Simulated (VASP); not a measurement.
# CaB15N16 (a cell with a defect) (Ca_B) in VASP: electric field gradients with PBE

Aim: the electric field gradients of CaB15N16 (a cell with a defect) (Ca_B) with PBE.

Program: VASP 6.6.1. These are calculated values, not measurements. Logs are shortened: lines on timing, memory, paths and dates and some standing lists are left out, and cuts for length are marked.

## Step 1: The cell of the first run

The cell holds a defect, 32 atoms: a = 6.277 Å, b = 6.277 Å, c = 6.277 Å, α = 109.47°, β = 109.47°, γ = 109.47°.

## Step 2: Electric field gradients, PBE, collinear spin

Contents of INCAR:

```
SYSTEM = CaB15N16
PREC     = Accurate       ! precision mode
ENCUT    = 520            ! plane-wave cutoff, eV
EDIFF    = 1E-8           ! SCF threshold, eV
ISMEAR   = -1             ! smearing method
SIGMA    = 0.01           ! smearing width, eV
LREAL    = Auto         
LASPH    = .True.         ! aspherical terms in the spheres
NELM     = 150            ! most SCF steps
ALGO     = Normal         ! electronic algorithm
ISIF     = 2              ! what is computed and relaxed
LWAVE    = .False.        ! write WAVECAR
LCHARG   = .False.        ! write CHGCAR
ISPIN    = 2              ! spin polarisation
MAGMOM   = 0 0 0 0 0 0 0 0 0 0 0 0 0 0 0 0.06 0.02 0.03 0 0.03 0.03 0.2 0.2 0.03 0.03 0.02 0.03 0 0.01 0.01 0.01 0.01 ! initial moments
LORBIT   = 11             ! projections on sites
NUPDOWN  = 1.0            ! fixed moment
GGA      = PE             ! functional
LEFG     = .True.       
NBANDS   = 94             ! bands
```

Contents of KPOINTS:

```
Automatic mesh
0
Gamma
  2 2 2
  0.5 0.5 0.5
```

Contents of POSCAR:

```
CaB15N16
1.0
   -3.6241103844      3.6241103844     -3.6241103844
    3.6241103844      3.6241103844      3.6241103844
    3.6241103844     -3.6241103844     -3.6241103844
B Ca N
15 1 16
Direct
   -0.0093286862     -0.0120740885     -0.0063165500
   -0.0022624260      0.2455178010      0.7606152644
   -0.0023017324      0.5109324457      0.4952260941
   -0.0093363797      0.7439895532      0.2376282943
    0.2505614934     -0.0041436612      0.7612432198
    0.2505680657      0.5115586097      0.2455097558
    0.2505668383      0.7469375849     -0.0033813874
    0.5104776339      0.0038883804      0.4975235299
    0.5104738979      0.2478191502      0.2535720916
    0.5033943583      0.4983518767      0.0134649105
    0.5034346156      0.7638264752      0.7480994108
    0.7429324340     -0.0125729802      0.2371342150
    0.7505827589      0.2506539860      0.0003429161
    0.7582257275      0.4950610649      0.7447670398
    0.7505608595      0.7506404577      0.5003368078
    0.2506458257      0.2777555812      0.5273134370
   -0.0483997262     -0.0499430296      0.1997658344
   -0.0040852882      0.2499651215      0.0065470209
    0.0113622297      0.5011947244      0.7508815851
   -0.0041046045      0.7568546077      0.4996475759
    0.2505660456     -0.0072464663      0.0068726434
    0.2505554316      0.2427566845      0.8220593186
    0.2505617716      0.5725351611      0.4924634954
    0.2505634117      0.7571976300      0.2424475099
    0.5052382950      0.0115422956      0.7543200800
    0.5495876736      0.2490158618      0.4987180847
    0.5052281273      0.5046224706      0.2612150322
    0.4897735978      0.7404018620     -0.0099129146
    0.7555887087     -0.0049808464      0.4989871504
    0.7556052129      0.2492990502      0.2447230117
    0.7455380184      0.4900015186     -0.0060392145
    0.7455305241      0.7442664358      0.7397021831
```

Potentials or basis: VASP PAW PBE potentials, release 64 (B, Ca_sv, N).

The run is started by

```bash
$ cat potpaw_PBE.64/B/POTCAR potpaw_PBE.64/Ca_sv/POTCAR potpaw_PBE.64/N/POTCAR > POTCAR
$ mpirun -np 1 vasp_std > vasp.out
```

OUTCAR:

```text
SYSTEM = CaB15N16
   PREC = Accurate
   ENCUT = 520
   EDIFF = 1E-8
   ISMEAR = -1
   LREAL = Auto
   LASPH = .True.
   NELM = 150
   ISIF = 2
   ISPIN = 2
   LORBIT = 11
   NUPDOWN = 1.0
   GGA = PE

 ion  position               nearest neighbor table
   1  0.991  0.988  0.994-  17 1.47  32 1.56  21 1.60  18 1.61
   2  0.998  0.246  0.761-  22 1.51  18 1.54  29 1.58  19 1.60  16 2.50
   3  0.998  0.511  0.495-  23 1.51  20 1.54  30 1.58  19 1.60  16 2.50
   4  0.991  0.744  0.238-  17 1.47  31 1.56  24 1.60  20 1.61
   5  0.251  0.996  0.761-  22 1.47  21 1.55  20 1.58  25 1.58  16 2.65
   6  0.251  0.512  0.246-  23 1.47  24 1.55  18 1.58  27 1.58  16 2.65
   7  0.251  0.747  0.997-  21 1.52  24 1.52  19 1.53  28 1.53
   8  0.510  0.004  0.498-  26 1.47  29 1.56  24 1.60  25 1.61
   9  0.510  0.248  0.254-  26 1.47  30 1.56  21 1.60  27 1.61
  10  0.503  0.498  0.013-  22 1.51  27 1.54  31 1.58  28 1.60  16 2.50
  11  0.503  0.764  0.748-  23 1.51  25 1.54  32 1.58  28 1.60  16 2.50
  12  0.743  0.987  0.237-  17 1.48  28 1.56  29 1.60  30 1.60  16 2.62
  13  0.751  0.251  0.000-  31 1.53  30 1.53  25 1.53  18 1.53
  14  0.758  0.495  0.745-  26 1.48  19 1.56  31 1.60  32 1.60  16 2.61
  15  0.751  0.751  0.500-  29 1.53  32 1.53  27 1.53  20 1.53
  16  0.251  0.278  0.527-  23 1.93  22 1.93  26 2.00  17 2.00  11 2.50   3 2.50  10 2.50   2 2.50
                            14 2.61  12 2.62   6 2.65   5 2.65
  17  0.952  0.950  0.200-   4 1.47   1 1.47  12 1.48  16 2.00
  18  0.996  0.250  0.007-  13 1.53   2 1.54   6 1.58   1 1.61
  19  0.011  0.501  0.751-   7 1.53  14 1.56   3 1.60   2 1.60
  20  0.996  0.757  0.500-  15 1.53   3 1.54   5 1.58   4 1.61
  21  0.251  0.993  0.007-   7 1.52   5 1.55   1 1.60   9 1.60
  22  0.251  0.243  0.822-   5 1.47   2 1.51  10 1.51  16 1.93
[... 8 lines left out ...]
  31  0.746  0.490  0.994-  13 1.53   4 1.56  10 1.58  14 1.60
  32  0.746  0.744  0.740-  15 1.53   1 1.56  11 1.58  14 1.60

  LATTYP: Found a body centered cubic cell.
 ALAT       =     7.2482207688

  Lattice vectors:

 A1 = (  -3.6241103844,   3.6241103844,  -3.6241103844)
 A2 = (   3.6241103844,   3.6241103844,   3.6241103844)
 A3 = (   3.6241103844,  -3.6241103844,  -3.6241103844)

Analysis of symmetry for initial positions (statically):
=====================================================================
 Subroutine PRICEL returns:
 Original cell was already a primitive cell.

 Routine SETGRP: Setting up the symmetry group for a
 body centered cubic supercell.

 Subroutine GETGRP returns: Found  1 space group operations
 (whereof  1 operations were pure point group operations)
 out of a pool of 48 trial point group operations.

The static configuration has the point symmetry C_1 .

Analysis of symmetry for dynamics (positions and initial velocities):
=====================================================================
 Subroutine PRICEL returns:
 Original cell was already a primitive cell.

 Routine SETGRP: Setting up the symmetry group for a
 body centered cubic supercell.

 Subroutine GETGRP returns: Found  1 space group operations
 (whereof  1 operations were pure point group operations)
 out of a pool of 48 trial point group operations.

The dynamic configuration has the point symmetry C_1 .

Analysis of structural, dynamic, and magnetic symmetry:
=====================================================================
 Subroutine PRICEL returns:
 Original cell was already a primitive cell.

 Routine SETGRP: Setting up the symmetry group for a
 body centered cubic supercell.

 Subroutine GETGRP returns: Found  1 space group operations
 (whereof  1 operations were pure point group operations)
 out of a pool of 48 trial point group operations.

The overall configuration has the point symmetry C_1 .

 Subroutine INISYM returns: Found  1 space group operations
 (whereof  1 operations are pure point group operations),
 and found     1 'primitive' translations

----------------------------------------------------------------------------------------

                                     Primitive cell

  volume of cell :     190.3988

  direct lattice vectors                    reciprocal lattice vectors
    -3.624110384  3.624110384 -3.624110384     0.000000000  0.137964893 -0.137964893
     3.624110384  3.624110384  3.624110384     0.137964893  0.137964893  0.000000000
     3.624110384 -3.624110384 -3.624110384     0.137964893  0.000000000 -0.137964893

[... 169 lines left out ...]

 E-fermi :   8.2231     XC(G=0): -12.9372

 val. band max:        8.1129105075   @ k =   0.2500  -0.2500   0.2500
 cond. band min:       8.3332100790   @ k =   0.2500   0.2500  -0.2500
 fundamental gap:      0.2202995715
 Fermi energy:         8.2273652491

 spin component 1

 k-point     1 :       0.2500    0.2500    0.2500
  band No.  band energies     occupation
      1     -29.4435      1.00000
      2     -12.6268      1.00000
      3     -12.2188      1.00000
      4     -11.9626      1.00000
      5     -10.8757      1.00000
      6     -10.7829      1.00000
[... 317 lines left out ...]
     78      16.2273      0.00000
     79      16.4969      0.00000
 Fermi energy:         8.2230573939

 spin component 2

 k-point     1 :       0.2500    0.2500    0.2500
  band No.  band energies     occupation
      1     -29.3621      1.00000
      2     -12.4476      1.00000
      3     -12.1152      1.00000
      4     -11.9345      1.00000
      5     -10.8012      1.00000
      6     -10.7049      1.00000
[... 317 lines left out ...]
     78      16.2576      0.00000
     79      16.5482      0.00000
 [bands above 79 left out]

------------------------ aborting loop because EDIFF is reached ----------------------------------------

  FORCE on cell =-STRESS in cart. coord.  units (eV):
  Direction    XX          YY          ZZ          XY          YZ          ZX
  --------------------------------------------------------------------------------------
  -------------------------------------------------------------------------------------
  Total       35.8948723     38.8888837     38.8903574      0.0088412      6.8323961      0.0253562
  in kB      302.0499394    327.2440935    327.2564945      0.0743976     57.4935829      0.2133682
  external PRESSURE =     318.8501758 kB  Pullay stress =       0.0000000 kB

 VOLUME and BASIS-vectors are now :
 -----------------------------------------------------------------------------
  energy-cutoff  :      520.00
  volume of cell :      190.40
      direct lattice vectors                 reciprocal lattice vectors
    -3.624110384  3.624110384 -3.624110384     0.000000000  0.137964893 -0.137964893
     3.624110384  3.624110384  3.624110384     0.137964893  0.137964893  0.000000000
     3.624110384 -3.624110384 -3.624110384     0.137964893  0.000000000 -0.137964893

 POSITION                                       TOTAL-FORCE (eV/Angst)
 -----------------------------------------------------------------------------------
      3.59127      3.56944     -3.61117        -0.010983      0.185199     -0.073770
      0.03043      1.74914     -5.48268         0.072507      0.003906     -0.047794
      0.03066      3.67269     -3.55885         0.073355      0.049534     -0.003228
     -0.03278      5.42538     -1.75517        -0.011398      0.074753     -0.184890
      5.45986      1.75833     -0.05780         0.116699     -0.146287     -0.146699
      1.83561      1.87228      0.05610         0.118280      0.146882      0.147314
[... 24 lines left out ...]
      2.67613      0.87551     -4.52832        -0.050831     -0.039624      0.065981
      2.67618      2.71843     -2.68534        -0.051782     -0.065010      0.040055
 -----------------------------------------------------------------------------------
    total drift:                                0.000486     -0.002880      0.001854

  FREE ENERGIE OF THE ION-ELECTRON SYSTEM (eV)
  ---------------------------------------------------
  free  energy   TOTEN  =      -263.1147727742 eV

  energy  without entropy=     -263.1147707989  energy(sigma->0) =     -263.11477179

 Electric field gradients (V/A^2)
---------------------------------------------------------------------
 ion       V_xx      V_yy      V_zz      V_xy      V_xz      V_yz
---------------------------------------------------------------------
   1       1.558    -3.040     1.482     3.826     5.022    -2.387
   2       0.864     1.743    -2.607     2.644     1.323     0.162
   3       0.862    -2.598     1.736    -1.341    -2.621     0.135
   4       1.556     1.483    -3.039    -5.025    -3.825    -2.395
   5      -2.941     1.471     1.470    -0.971    -0.970    -3.167
   6      -2.936     1.468     1.468     0.949     0.949    -3.142
[... 24 lines left out ...]
  31      -0.690    -1.024     1.713   -13.443    -0.674    -2.549
  32      -0.687     1.712    -1.024     0.673    13.453    -2.561
---------------------------------------------------------------------

 Electric field gradients after diagonalization (V/A^2)
 (convention: |V_zz| > |V_xx| > |V_yy|)
----------------------------------------------------------------------
 ion       V_xx      V_yy      V_zz     asymmetry (V_yy - V_xx)/ V_zz
----------------------------------------------------------------------
   1       6.679     1.023    -7.702       0.734
   2      -3.192    -0.937     4.129       0.546
   3      -3.205    -0.895     4.100       0.563
   4       6.679     1.029    -7.708       0.733
   5      -3.826    -0.812     4.638       0.650
   6      -3.788    -0.822     4.610       0.643
[... 24 lines left out ...]
  31      12.746     1.876   -14.623       0.743
  32      12.759     1.875   -14.634       0.744
----------------------------------------------------------------------

           NMR quadrupolar parameters

 Cq : quadrupolar parameter    Cq=e*Q*V_zz/h
 eta: asymmetry parameters     (V_yy - V_xx)/ V_zz
 Q  : nuclear electric quadrupole moment in mb (millibarn)
----------------------------------------------------------------------
 ion       Cq(MHz)       eta       Q (mb)
----------------------------------------------------------------------
   1      -0.019       0.734       1.000
   2       0.010       0.546       1.000
   3       0.010       0.563       1.000
   4      -0.019       0.733       1.000
   5       0.011       0.650       1.000
   6       0.011       0.643       1.000
[... 24 lines left out ...]
  31      -0.035       0.743       1.000
  32      -0.035       0.744       1.000
----------------------------------------------------------------------

 total charge

# of ion       s       p       d       tot
------------------------------------------
    1        0.684   1.385   0.000   2.068
    2        0.684   1.388   0.000   2.073
    3        0.684   1.388   0.000   2.073
    4        0.684   1.385   0.000   2.068
    5        0.690   1.416   0.000   2.106
    6        0.690   1.416   0.000   2.106
[... 24 lines left out ...]
   31        1.218   2.758   0.000   3.975
   32        1.218   2.758   0.000   3.975
--------------------------------------------------
tot         32.070  71.469   0.850 104.389

 magnetization (x)

# of ion       s       p       d       tot
------------------------------------------
    1       -0.000   0.000   0.000  -0.000
    2       -0.002  -0.004   0.000  -0.006
    3       -0.002  -0.004   0.000  -0.006
    4       -0.000   0.000   0.000  -0.000
    5       -0.001  -0.004   0.000  -0.005
    6       -0.001  -0.004   0.000  -0.005
[... 24 lines left out ...]
   31        0.001   0.011   0.000   0.012
   32        0.001   0.011   0.000   0.012
--------------------------------------------------
tot          0.021   0.745   0.062   0.828
```

Run time: 9.1 min. Hardware: 1 thread of AMD EPYC 7R13 (Zen 3), shared host; peak memory 0.43 GiB.

Results:

```yaml
Free_energy: -263.1148 eV
Pressure: 31.9 GPa
Largest_force: 0.349 eV/Å
Net_moment: 1.00 μB per cell
Site_moments: B -0.00, -0.01, +0.01; Ca +0.09; N +0.02, +0.03, +0.01, +0.23 μB
Valence_electrons_inside_the_program's_atomic_spheres: B 2.07, 2.11, 2.17, 2.05; Ca 8.95; N 4.12, 3.98, 3.96, 4.06
```

Forces on the atoms (eV/Å):
```
B   -0.011  0.185 -0.074
B    0.073  0.004 -0.048
B    0.073  0.050 -0.003
B   -0.011  0.075 -0.185
B    0.117 -0.146 -0.147
B    0.118  0.147  0.147
B    0.256  0.000 -0.001
B   -0.012 -0.186  0.074
B   -0.012 -0.073  0.186
B    0.071 -0.047  0.005
B    0.072 -0.004  0.048
B    0.047 -0.076  0.076
B    0.057 -0.001  0.001
B    0.049  0.076 -0.076
B    0.057 -0.002  0.001
Ca  -0.139 -0.003  0.000
N   -0.062 -0.015  0.016
N   -0.038 -0.061  0.062
N   -0.013 -0.027  0.027
N   -0.037 -0.063  0.060
N   -0.243  0.026  0.025
N    0.095  0.238  0.237
N    0.093 -0.237 -0.238
N   -0.244 -0.025 -0.026
N   -0.039  0.060 -0.064
N   -0.061  0.016 -0.016
N   -0.039  0.062 -0.060
N   -0.012  0.027 -0.028
N   -0.051  0.068 -0.041
N   -0.051  0.040 -0.067
N   -0.051 -0.040  0.066
N   -0.052 -0.065  0.040
```

Electric field gradients, principal values (V/Å²):
| atom | least | middle | greatest (by size) |
| --- | --- | --- | --- |
| 1 B | 1.023 | 6.679 | -7.702 |
| 2 B | -0.937 | -3.192 | 4.129 |
| 3 B | -0.895 | -3.205 | 4.100 |
| 4 B | 1.029 | 6.679 | -7.708 |
| 5 B | -0.812 | -3.826 | 4.638 |
| 6 B | -0.822 | -3.788 | 4.610 |
| 7 B | 1.112 | 1.472 | -2.584 |
| 8 B | 1.022 | 6.685 | -7.707 |
| 9 B | 1.020 | 6.683 | -7.703 |
| 10 B | -0.931 | -3.197 | 4.129 |
| 11 B | -0.893 | -3.210 | 4.103 |
| 12 B | 1.036 | 6.393 | -7.430 |
| 13 B | 1.032 | 1.342 | -2.373 |
| 14 B | 1.022 | 6.402 | -7.424 |
| 15 B | 1.031 | 1.341 | -2.372 |
| 16 Ca | 8.398 | 21.779 | -30.176 |
| 17 N | 32.263 | 34.585 | -66.848 |
| 18 N | 2.494 | 8.462 | -10.956 |
| 19 N | 3.847 | 15.105 | -18.952 |
| 20 N | 2.499 | 8.416 | -10.915 |
| 21 N | 4.863 | 8.848 | -13.712 |
| 22 N | 12.040 | 17.835 | -29.875 |
| 23 N | 11.852 | 17.620 | -29.471 |
| 24 N | 4.862 | 8.808 | -13.670 |
| 25 N | 2.503 | 8.424 | -10.927 |
| 26 N | 32.260 | 34.592 | -66.852 |
| 27 N | 2.495 | 8.471 | -10.966 |
| 28 N | 3.835 | 15.113 | -18.948 |
| 29 N | 1.876 | 12.736 | -14.612 |
| 30 N | 1.878 | 12.748 | -14.626 |
| 31 N | 1.876 | 12.746 | -14.623 |
| 32 N | 1.875 | 12.759 | -14.634 |

Caveat: the k points lie up to 0.61 Å⁻¹ apart; without QUAD_EFG the Cq values of the log hold for a quadrupole moment of 1 mb, not for the nuclei; the total moment is fixed, so each spin has its own Fermi level.
